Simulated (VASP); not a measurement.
# Ca (P6_3/mmc) in VASP: a series of runs, part 2 of 2

VASP 6.6.1.

## 3. Single point, PBEsol (42.46 Å³/atom)

This run uses another cell than the first one, of 42.46 Å³/atom.

INCAR

```
SYSTEM = Ca
ALGO = Normal
EDIFF = 1E-6
ENCUT = 520
GGA = PS
ISIF = 2
ISMEAR = -1
LASPH = .True.
LCHARG = .True.
LELF = .True.
LREAL = .False.
LVHAR = .True.
LWAVE = .False.
NBANDS = 17
NELM = 60
PREC = Accurate
SIGMA = 0.1
```

KPOINTS

```
k-points
0
Gamma
  11 11 6
  0 0 0
```

POSCAR

```
Ca
1.0
    3.9048551368      0.0000000000      0.0000000000
   -1.9524275684      3.3817037466      0.0000000000
    0.0000000000      0.0000000000      6.4308056960
Ca
2
Direct
    0.3333333333      0.6666666667      0.2500000000
    0.6666666667      0.3333333333      0.7500000000
```

Potentials or basis: VASP PAW PBE potentials, release 64 (Ca_sv).

Launch:

```bash
cat potpaw_PBE.64/Ca_sv/POTCAR > POTCAR
mpirun -np 1 vasp_std > vasp.out
```

OUTCAR:

```text
SYSTEM = Ca
   EDIFF = 1E-6
   ENCUT = 520
   GGA = PS
   ISIF = 2
   ISMEAR = -1
   LASPH = .True.
   LREAL = .False.
   NELM = 60
   PREC = Accurate

 ion  position               nearest neighbor table
   1  0.333  0.667  0.250-
   2  0.667  0.333  0.750-

  LATTYP: Found a hexagonal cell.
 ALAT       =     3.9048551368
 C/A-ratio  =     1.6468743323

  Lattice vectors:

 A1 = (   3.9048551368,   0.0000000000,   0.0000000000)
 A2 = (  -1.9524275684,   3.3817037466,   0.0000000000)
 A3 = (   0.0000000000,   0.0000000000,   6.4308056960)

Analysis of symmetry for initial positions (statically):
=====================================================================
 Subroutine PRICEL returns:
 Original cell was already a primitive cell.

 Routine SETGRP: Setting up the symmetry group for a
 hexagonal supercell.

 Subroutine GETGRP returns: Found 24 space group operations
 (whereof 12 operations were pure point group operations)
 out of a pool of 24 trial point group operations.
[... 153 lines left out ...]
   NGX = 15   NGY = 15   NGZ = 23

 number of electron      19.9999992 magnetization

 Free energy of the ion-electron system (eV)
  ---------------------------------------------------
  ext. energy  EPLUGINS =         0.00000000
  ---------------------------------------------------
  free energy    TOTEN  =        -4.29534582 eV

  energy without entropy =       -4.21203637  energy(sigma->0) =       -4.25369109

 E-fermi :   1.8937     XC(G=0):  -7.7894

 val. band max:        1.8270766162   @ k =   0.2727  -0.0000   0.0000
 cond. band min:       1.8938408719   @ k =   0.3636   0.2727   0.5000
 fundamental gap:      0.0667642557
 Fermi energy:         1.8936884166

 k-point     1 :       0.0000    0.0000    0.0000
  band No.  band energies     occupation
      1     -39.9710      2.00000
      2     -39.9580      2.00000
      3     -21.0950      2.00000
      4     -20.9849      2.00000
      5     -20.9849      2.00000
      6     -20.9666      2.00000
[... 457 lines left out ...]
      4     -21.0281      2.00000
      5     -21.0228      2.00000
      6     -20.9985      2.00000
[... 9 lines left out ...]
     16       4.7407      0.00000
     17       4.9383      0.00000

 [... further k-points ...]
[... 5 lines left out ...]
  --------------------------------------------------------------------------------------
  -------------------------------------------------------------------------------------
  Total       -0.3280744     -0.3280744     -0.3894182     -0.0000000     -0.0000000      0.0000000
  in kB       -6.1898065     -6.1898065     -7.3471849     -0.0000000     -0.0000000      0.0000000
  external PRESSURE =      -6.5755993 kB  Pullay stress =       0.0000000 kB

 VOLUME and BASIS-vectors are now :
 -----------------------------------------------------------------------------
  energy-cutoff  :      520.00
  volume of cell :       84.92
      direct lattice vectors                 reciprocal lattice vectors
     3.904855137  0.000000000  0.000000000     0.256091446  0.147854466  0.000000000
    -1.952427568  3.381703747  0.000000000     0.000000000  0.295708931  0.000000000
     0.000000000  0.000000000  6.430805696     0.000000000  0.000000000  0.155501511

 POSITION                                       TOTAL-FORCE (eV/Angst)
 -----------------------------------------------------------------------------------
     -0.00000      2.25447      1.60770         0.000000      0.000000      0.000000
      1.95243      1.12723      4.82310        -0.000000     -0.000000     -0.000000
 -----------------------------------------------------------------------------------
    total drift:                               -0.000000      0.000000     -0.000000

  FREE ENERGIE OF THE ION-ELECTRON SYSTEM (eV)
  ---------------------------------------------------
  free  energy   TOTEN  =        -4.2953458227 eV

  energy  without entropy=       -4.2120363655  energy(sigma->0) =       -4.25369109
```

OSZICAR:

```text
N       E                     dE             d eps       ncg     rms          rms(c)
DAV:   1     0.171305472164E+03    0.17131E+03   -0.10102E+04  2176   0.106E+03
DAV:   2     0.510788187187E+01   -0.16620E+03   -0.16402E+03  2408   0.315E+02
DAV:   3    -0.395811775065E+01   -0.90660E+01   -0.89935E+01  4200   0.540E+01
DAV:   4    -0.429477419653E+01   -0.33666E+00   -0.33593E+00  2779   0.107E+01
DAV:   5    -0.431183016599E+01   -0.17056E-01   -0.17047E-01  3648   0.156E+00    0.321E+00
DAV:   6    -0.430044295581E+01    0.11387E-01   -0.18671E-02  2804   0.136E+00    0.193E+00
DAV:   7    -0.429562060415E+01    0.48224E-02   -0.29049E-02  2607   0.188E+00    0.107E-01
DAV:   8    -0.429530828187E+01    0.31232E-03   -0.23954E-03  3306   0.347E-01    0.361E-02
DAV:   9    -0.429534574572E+01   -0.37464E-04   -0.20898E-04  3360   0.810E-02    0.117E-02
DAV:  10    -0.429534756194E+01   -0.18162E-05   -0.13077E-05  2755   0.333E-02    0.920E-03
DAV:  11    -0.429534562001E+01    0.19419E-05   -0.12018E-06  2448   0.123E-02    0.285E-03
DAV:  12    -0.429534582271E+01   -0.20270E-06   -0.10095E-07  1938   0.306E-03
   1 F= -.42953458E+01 E0= -.42536911E+01  d E =-.833095E-01
```

It took 2.2 min on 1 thread of Intel Xeon 8259CL, shared host; peak memory 0.24 GiB.

Results:

| Quantity | Value |
| --- | --- |
| Free energy | -4.2953 eV |
| Pressure | -0.7 GPa |
| Band gap on the k mesh | zero (bands 10 and 11 overlap by 0.42 eV) |

Stress tensor (GPa, compression positive):
```
-0.62  0.00  0.00
 0.00 -0.62  0.00
 0.00  0.00 -0.73
```

Levels at points of the mesh, in eV from the Fermi level:
| k point | band 8 | band 9 | band 10 | band 11 | band 12 | band 13 |
| --- | --- | --- | --- | --- | --- | --- |
| (0.00, 0.00, 0.00) | -22.85 | -4.05 | -1.06 | -0.22 | 2.25 | 2.29 |
| (0.00, 0.00, 0.50) | -22.87 | -3.05 | -3.05 | 1.37 | 1.37 | 2.28 |

Caveat: the PAW data sets were made with another functional, which shifts forces and pressure a little.

## 4. Single point, PBEsol (44.09 Å³/atom)

This run uses another cell than the first one, of 44.09 Å³/atom.

INCAR

```
SYSTEM = Ca
ALGO = Normal
EDIFF = 1E-6
ENCUT = 520
GGA = PS
ISIF = 2
ISMEAR = -1
LASPH = .TRUE.
LCHARG = .FALSE.
LREAL = .FALSE.
LWAVE = .FALSE.
NBANDS = 17
NELM = 80
PREC = Accurate
SIGMA = 0.1
```

KPOINTS

```
k-points
0
G
  11 11 6
  0 0 0
```

POSCAR

```
Ca
1.0
    3.9542889307      0.0000000000      0.0000000000
   -1.9771444653      3.4245146679      0.0000000000
    0.0000000000      0.0000000000      6.5122169422
Ca
2
Direct
    0.3333333333      0.6666666667      0.2500000000
    0.6666666667      0.3333333333      0.7500000000
```

Launch:

```bash
cat potpaw_PBE.64/Ca_sv/POTCAR > POTCAR
mpirun -np 1 vasp_std > vasp.out
```

It took 2.3 min on 1 thread of Intel Xeon 8259CL, shared host; peak memory 0.24 GiB.

Results (log left out):

* Free energy: -4.2768 eV
* Pressure: -1.2 GPa
* Band gap on the k mesh: zero (bands 10 and 11 overlap by 0.45 eV)

Stress tensor (GPa, compression positive):
```
-1.17  0.00  0.00
 0.00 -1.17  0.00
 0.00  0.00 -1.32
```

Levels at points of the mesh, in eV from the Fermi level:
```
           k point  band 7  band 8  band 9  band 10  band 11  band 12  band 13  band 14
(0.00, 0.00, 0.00)  -22.95  -22.95   -3.98    -1.04    -0.24     2.20     2.24     2.24
(0.00, 0.00, 0.50)  -22.96  -22.96   -3.01    -3.01     1.35     1.35     2.24     2.24
```

Caveat: the PAW data sets were made with another functional, which shifts forces and pressure a little.

## 5. Summary

```csv
cell,gap on the mesh (eV),pressure (GPa)
"a = 3.854, b = 3.854, c = 6.347 Å, angles 90.0, 90.0, 120.0°, 2 atoms",none,0.0
"a = 3.905, b = 3.905, c = 6.431 Å, angles 90.0, 90.0, 120.0°, 2 atoms",none,-0.7
"a = 3.954, b = 3.954, c = 6.512 Å, angles 90.0, 90.0, 120.0°, 2 atoms",none,-1.2
```

Alike in all rows: task single point; level PBEsol; potentials or basis VASP PAW PBE potentials, release 64 (Ca_sv); no spin polarisation; k mesh 11 × 11 × 6; cutoff (eV) 520; smearing fermi-dirac 0.1 eV.

Caveats: the PAW data sets were made with another functional, which shifts forces and pressure a little.

Absolute energies hang on the potentials; compare differences alone.

The gap in the log of VASP goes by the Fermi energy; the results here count the filled bands.